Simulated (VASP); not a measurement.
# CuGe4 in VASP: a series of runs

The runs below take CuGe4 through single point, with PBE.

Everything below comes from runs of VASP 6.6.1. Logs are shortened: lines on timing, memory, paths and dates and some standing lists are left out, and cuts for length are marked.

### 1 The cell of the first run

The cell holds a slab with vacuum, 5 atoms: a = 4.074 Å, b = 4.074 Å, c = 19.856 Å, α = 90.00°, β = 90.00°, γ = 90.00°.

### 2 Single point, PBE

INCAR reads:

```
ALGO = Normal
DIPOL = 0.5 0.5 0.355
EDIFF = 1E-7
ENCUT = 520
GGA = PE
IDIPOL = 3
ISIF = 2
ISMEAR = 0
LASPH = True
LCHARG = True
LDIPOL = True
LELF = True
LREAL = False
LVACPOTAV = True
LVHAR = True
LWAVE = False
NBANDS = 42
NELM = 100
PREC = Accurate
SIGMA = 0.1
```

KPOINTS reads:

```
k-points
0
Gamma
  7 7 1
```

POSCAR reads:

```
CuGe4
1.0
    4.0740542205      0.0000000000      0.0000000000
    0.0000000000      4.0740542205      0.0000000000
    0.0000000000      0.0000000000     19.8557568590
Ge Cu
4 1
Direct
    0.0000000000      0.5000000000      0.2014529100
    0.0000000000      0.0000000000      0.2739958855
    0.5000000000      0.0000000000      0.3493666156
    0.5000000000      0.5000000000      0.4208228837
    0.6250000000      0.5000000000      0.5313079033
```

Potentials or basis: VASP PAW PBE potentials, release 64 (Ge_d, Cu).

On the command line:

```
$ cat potpaw_PBE.64/Ge_d/POTCAR potpaw_PBE.64/Cu/POTCAR > POTCAR
$ mpirun -np 1 vasp_std > vasp.out
```

OUTCAR:

```text
EDIFF = 1E-7
   ENCUT = 520
   GGA = PE
   ISIF = 2
   ISMEAR = 0
   LASPH = True
   LREAL = False
   NELM = 100
   PREC = Accurate

 ion  position               nearest neighbor table
   1  0.000  0.500  0.201-   2 2.49   2 2.49
   2  0.000  0.000  0.274-   1 2.49   1 2.49   3 2.53   3 2.53
   3  0.500  0.000  0.349-   4 2.48   4 2.48   2 2.53   2 2.53
   4  0.500  0.500  0.421-   5 2.25   3 2.48   3 2.48
   5  0.625  0.500  0.531-   4 2.25

  LATTYP: Found a simple tetragonal cell.
 ALAT       =     4.0740542205
 C/A-ratio  =     4.8737095248

  Lattice vectors:

 A1 = (   4.0740542205,   0.0000000000,   0.0000000000)
 A2 = (   0.0000000000,   4.0740542205,   0.0000000000)
 A3 = (   0.0000000000,   0.0000000000,  19.8557568590)

Analysis of symmetry for initial positions (statically):
=====================================================================
 Subroutine PRICEL returns:
 Original cell was already a primitive cell.

 Routine SETGRP: Setting up the symmetry group for a
 simple tetragonal supercell.

 Subroutine GETGRP returns: Found  2 space group operations
 (whereof  2 operations were pure point group operations)
 out of a pool of 16 trial point group operations.

The static configuration has the point symmetry C_1h.

Analysis of symmetry for dynamics (positions and initial velocities):
=====================================================================
 Subroutine PRICEL returns:
 Original cell was already a primitive cell.

 Routine SETGRP: Setting up the symmetry group for a
 simple tetragonal supercell.

 Subroutine GETGRP returns: Found  2 space group operations
 (whereof  2 operations were pure point group operations)
 out of a pool of 16 trial point group operations.

The dynamic configuration has the point symmetry C_1h.

 Subroutine INISYM returns: Found  2 space group operations
 (whereof  2 operations are pure point group operations),
 and found     1 'primitive' translations

----------------------------------------------------------------------------------------

                                     Primitive cell

  volume of cell :     329.5642

  direct lattice vectors                    reciprocal lattice vectors
     4.074054220  0.000000000  0.000000000     0.245455742  0.000000000  0.000000000
     0.000000000  4.074054220  0.000000000     0.000000000  0.245455742  0.000000000
     0.000000000  0.000000000 19.855756859     0.000000000  0.000000000  0.050363228

  length of vectors
     4.074054220  4.074054220 19.855756859     0.245455742  0.245455742  0.050363228

  position of ions in fractional coordinates (direct lattice)
     0.000000000  0.500000000  0.201452910
     0.000000000  0.000000000  0.273995885
     0.500000000  0.000000000  0.349366616
     0.500000000  0.500000000  0.420822884
     0.625000000  0.500000000  0.531307903

  ion indices of the primitive-cell ions
   primitive index   ion index
                 1           1
                 2           2
                 3           3
                 4           4
                 5           5

----------------------------------------------------------------------------------------

 KPOINTS: k-points

Automatic generation of k-mesh.
 Grid dimensions read from file:
 generate k-points for:    7    7    1

 Generating k-lattice:

  Cartesian coordinates                     Fractional coordinates (reciprocal lattice)
     0.035065106  0.000000000  0.000000000     0.142857143  0.000000000  0.000000000
     0.000000000  0.035065106  0.000000000     0.000000000  0.142857143  0.000000000
     0.000000000  0.000000000  0.050363228     0.000000000  0.000000000  1.000000000

  Length of vectors
     0.035065106  0.035065106  0.050363228

  Shift w.r.t. Gamma in fractional coordinates (k-lattice)
     0.000000000  0.000000000  0.000000000

 Subroutine IBZKPT returns following result:
 ===========================================

 Found     16 irreducible k-points:

 Following reciprocal coordinates:
            Coordinates               Weight
  0.000000  0.000000  0.000000      1.000000
  0.142857  0.000000  0.000000      2.000000
  0.000000  0.142857  0.000000      2.000000
  0.285714  0.000000  0.000000      2.000000
  0.000000  0.285714  0.000000      2.000000
  0.428571  0.000000  0.000000      2.000000
[... 8 lines left out ...]
 -0.285714  0.428571  0.000000      4.000000
  0.428571  0.428571  0.000000      4.000000
   k-points           NKPTS =     16   k-points in BZ     NKDIM =     16   number of bands    NBANDS=     42
   number of dos      NEDOS =    301   number of ions     NIONS =      5
   total plane-waves  NPLWV = 135000
   dimension x,y,z NGX =    30 NGY =   30 NGZ =  150
   dimension x,y,z NGXF=    60 NGYF=   60 NGZF=  300
   ions per type =               4   1
   NGX,Y,Z   is equivalent  to a cutoff of  12.24, 12.24, 12.56 a.u.
   NGXF,Y,Z  is equivalent  to a cutoff of  24.48, 24.48, 25.12 a.u.
 SYSTEM =  unknown system
   PREC   = accura    normal or accurate (medium, high low for compatibility)
   ISTART =      0    job   : 0-new  1-cont  2-samecut
   ICHARG =      2    charge: 1-file 2-atom 10-const
   ISPIN  =      1    spin polarized calculation?
   LNONCOLLINEAR =      F non collinear calculations
   LSORBIT =      F    spin-orbit coupling
   LASPH  =      T    aspherical Exc in radial PAW
   ENCUT  =  520.0 eV  38.22 Ry    6.18 a.u.   7.58  7.58 36.92*2*pi/ulx,y,z
   NELM   =    100;   NELMIN=  2; NELMDL= -5     # of ELM steps
   EDIFF  = 0.1E-06   stopping-criterion for ELM
   LREAL  =      F    real-space projection
   EDIFFG = 0.1E-05   stopping-criterion for IOM
   NSW    =      0    number of steps for IOM
   IBRION =     -1    ionic relax: 0-MD 1-quasi-New 2-CG
   NFREE  =      0    steps in history (QN), initial steepest desc. (CG)
   ISIF   =      2    stress and relaxation
   ISYM   =      2    0-nonsym 1-usesym 2-fastsym
   POTIM  = 0.5000    time-step for ionic-motion
   TEBEG  =    0.0;   TEEND  =   0.0 temperature during run
   PSTRESS=    0.0 pullay stress
   NELECT =      67.0000    total number of electrons
   NUPDOWN=      -1.0000    fix difference up-down
   EMIN   =  10.00;   EMAX   =-10.00  energy-range for DOS
   EFERMI =   0.00;   METHOD = LEGACY
   ISMEAR =     0;   SIGMA  =   0.10  broadening in eV -4-tet -1-fermi 0-gaus
   EFERMI_NEDOS =   21; number of points for ismear=-14 and -15
   IALGO  =     38    algorithm
   IMIX   =      4    mixing-type and parameters
     AMIX     =   0.40;   BMIX     =  1.00
     AMIX_MAG =   1.60;   BMIX_MAG =  1.00
  volume/ion in A,a.u.               =      65.91       444.80
  Fermi-wavevector in a.u.,A,eV,Ry     =   0.962616  1.819080 12.607561  0.926630
  Thomas-Fermi vector in A             =   2.092090
   LORBIT       =      0    0 simple, 1 ext, 2 COOP (PROOUT), +10 PAW based schemes
   GGA     = PE    functional components
   LHFCALC =     F    Hartree Fock is set to
   AEXX    =    0.0000 exact exchange contribution
   IVDW    =     0    specifies the selected vdW correction
   LEPSILON=     F    determine dielectric tensor
   LRPA    =     F    only Hartree local field effects (RPA)
 non-spin polarized calculation
 Gauss-broadening in eV      SIGMA  =   0.10
  energy-cutoff  :      520.00
  volume of cell :      329.56
 maximum number of plane-waves:      8917
   NGX = 15   NGY = 15   NGZ = 73

 dipolmoment           0.000000      0.000000      0.100116 electrons x Angstroem

 number of electron      66.9999941 magnetization

 dipolmoment           0.000000      0.000000     -0.142750 electrons x Angstroem

 Free energy of the ion-electron system (eV)
  ---------------------------------------------------
  ext. energy  EPLUGINS =         0.00000000
  ---------------------------------------------------
  free energy    TOTEN  =       -17.83496445 eV

  energy without entropy =      -17.83037784  energy(sigma->0) =      -17.83267115

 E-fermi :  -1.3177     XC(G=0):  -4.4348

 val. band max:       -1.4598974713   @ k =   0.4286   0.2857   0.0000
 cond. band min:      -1.2411920057   @ k =   0.2857   0.2857   0.0000
 fundamental gap:      0.2187054656
 Fermi energy:        -1.3176806568

 k-point     1 :       0.0000    0.0000    0.0000
  band No.  band energies     occupation
      1     -25.9615      2.00000
      2     -25.9136      2.00000
      3     -25.9061      2.00000
      4     -25.8956      2.00000
      5     -25.8472      2.00000
      6     -25.7509      2.00000
[... 34 lines left out ...]
     41       2.7285      0.00000
     42       3.3342      0.00000

 k-point     2 :       0.1429    0.0000    0.0000
  band No.  band energies     occupation
      1     -25.9610      2.00000
      2     -25.9137      2.00000
      3     -25.9062      2.00000
      4     -25.8957      2.00000
      5     -25.8470      2.00000
      6     -25.7495      2.00000
[... 34 lines left out ...]
     41       2.8256      0.00000
     42       3.4220      0.00000

 k-point     3 :       0.0000    0.1429    0.0000
  band No.  band energies     occupation
      1     -25.9625      2.00000
      2     -25.9146      2.00000
      3     -25.9072      2.00000
      4     -25.8963      2.00000
      5     -25.8407      2.00000
      6     -25.7498      2.00000
[... 34 lines left out ...]
     41       2.6285      0.00000
     42       3.4177      0.00000

 k-point     4 :       0.2857    0.0000    0.0000
  band No.  band energies     occupation
      1     -25.9599      2.00000
      2     -25.9140      2.00000
      3     -25.9066      2.00000
      4     -25.8961      2.00000
      5     -25.8465      2.00000
      6     -25.7433      2.00000
[... 484 lines left out ...]
     41       3.3013      0.00000
     42       3.8744      0.00000

 k-point    15 :      -0.2857    0.4286    0.0000
  band No.  band energies     occupation
      1     -25.9663      2.00000
      2     -25.9115      2.00000
      3     -25.9087      2.00000
      4     -25.8887      2.00000
      5     -25.8501      2.00000
      6     -25.7369      2.00000
[... 34 lines left out ...]
     41       3.2935      0.00000
     42       4.0652      0.00000

 k-point    16 :       0.4286    0.4286    0.0000
  band No.  band energies     occupation
      1     -25.9654      2.00000
      2     -25.9118      2.00000
      3     -25.9089      2.00000
      4     -25.8892      2.00000
      5     -25.8502      2.00000
      6     -25.7244      2.00000
[... 34 lines left out ...]
     41       3.2191      0.00000
     42       3.8543      0.00000

------------------------ aborting loop because EDIFF is reached ----------------------------------------

  FORCE on cell =-STRESS in cart. coord.  units (eV):
  Direction    XX          YY          ZZ          XY          YZ          ZX
  --------------------------------------------------------------------------------------
  -------------------------------------------------------------------------------------
  Total       -3.1866131     -0.2037764     -0.2170699      0.0000000      0.0000000      0.3021965
  in kB      -15.4917281     -0.9906593     -1.0552859      0.0000000      0.0000000      1.4691289
  external PRESSURE =      -5.8458911 kB  Pullay stress =       0.0000000 kB

 VOLUME and BASIS-vectors are now :
 -----------------------------------------------------------------------------
  energy-cutoff  :      520.00
  volume of cell :      329.56
      direct lattice vectors                 reciprocal lattice vectors
     4.074054220  0.000000000  0.000000000     0.245455742  0.000000000  0.000000000
     0.000000000  4.074054220  0.000000000     0.000000000  0.245455742  0.000000000
     0.000000000  0.000000000 19.855756859     0.000000000  0.000000000  0.050363228

 POSITION                                       TOTAL-FORCE (eV/Angst)
 -----------------------------------------------------------------------------------
      0.00000      2.03703      4.00000        -0.049882      0.000000     -0.113653
      0.00000      0.00000      5.44040         0.090798      0.000000      0.158106
      2.03703      0.00000      6.93694        -0.053472      0.000000      0.194756
      2.03703      2.03703      8.35576        -0.112374      0.000000     -0.263773
      2.54628      2.03703     10.54952         0.124930      0.000000      0.024565
 -----------------------------------------------------------------------------------
    total drift:                               -0.000010      0.000000      0.002509

  FREE ENERGIE OF THE ION-ELECTRON SYSTEM (eV)
  ---------------------------------------------------
  free  energy   TOTEN  =       -17.8349644506 eV

  energy  without entropy=      -17.8303778397  energy(sigma->0) =      -17.83267115

 vacuum level on the upper side and lower side of the slab         2.053         3.609
```

Wall time 7.3 min (1 thread of Intel Xeon 6975P-C, shared host); peak memory 0.47 GiB.

What came out:

* Free energy: -17.8350 eV
* Largest force: 0.287 eV/Å

Forces in eV/Å, atoms in the order of the input:
```
Ge  -0.050  0.000 -0.114
Ge   0.091  0.000  0.158
Ge  -0.053  0.000  0.195
Ge  -0.112  0.000 -0.264
Cu   0.125  0.000  0.025
```

Levels at points of the mesh, in eV from the Fermi level:
| k point | band 29 | band 30 | band 31 | band 32 | band 33 | band 34 | band 35 | band 36 | band 37 | band 38 |
| --- | --- | --- | --- | --- | --- | --- | --- | --- | --- | --- |
| (0.00, 0.00, 0.00) | -1.84 | -1.74 | -1.59 | -1.33 | -0.45 | 0.73 | 1.13 | 1.71 | 1.91 | 1.95 |

### 3 Single point, PBE

INCAR reads:

```
PREC = Accurate
ENCUT = 520
EDIFF = 1E-7
ISMEAR = 0
SIGMA = 0.1
LREAL = False
LASPH = True
NELM = 60
ALGO = Normal
ISIF = 2
LWAVE = False
LCHARG = True
LDIPOL = True
IDIPOL = 3
DIPOL = 0.5 0.5 0.350
GGA = PE
LELF = True
LVHAR = True
LVACPOTAV = True
NBANDS = 42
```

KPOINTS reads:

```
Automatic mesh
0
Gamma
  7 7 1
```

Edit POSCAR of step 2 so:

```diff
@@ -12,2 +12,2 @@
     0.5000000000      0.5000000000      0.4208228837
-    0.6250000000      0.5000000000      0.5313079033
+    0.5000000000      0.8750000000      0.5028564975
```

Potentials or basis: VASP PAW PBE potentials, release 64 (Ge_d, Cu).

On the command line:

```
$ cat potpaw_PBE.64/Ge_d/POTCAR potpaw_PBE.64/Cu/POTCAR > POTCAR
$ mpirun -np 1 vasp_std > vasp.out
```

It took 7.1 min on 1 thread of Intel Xeon 6975P-C, shared host; peak memory 0.48 GiB.

Results (log left out):

- Free energy: -17.8450 eV
- Largest force: 0.672 eV/Å

Forces on the atoms (eV/Å):
```
Ge   0.000  0.042 -0.037
Ge   0.000  0.079  0.082
Ge   0.000 -0.062 -0.206
Ge   0.000 -0.661  0.122
Cu   0.000  0.601  0.038
```

Levels at points of the mesh, in eV from the Fermi level:
```tsv
k point	band 29	band 30	band 31	band 32	band 33	band 34	band 35	band 36	band 37	band 38
(0.00, 0.00, 0.00)	-2.01	-1.71	-1.61	-1.11	-0.44	1.02	1.11	1.43	1.86	2.28
```

(Part 1 of 2 ends here.)
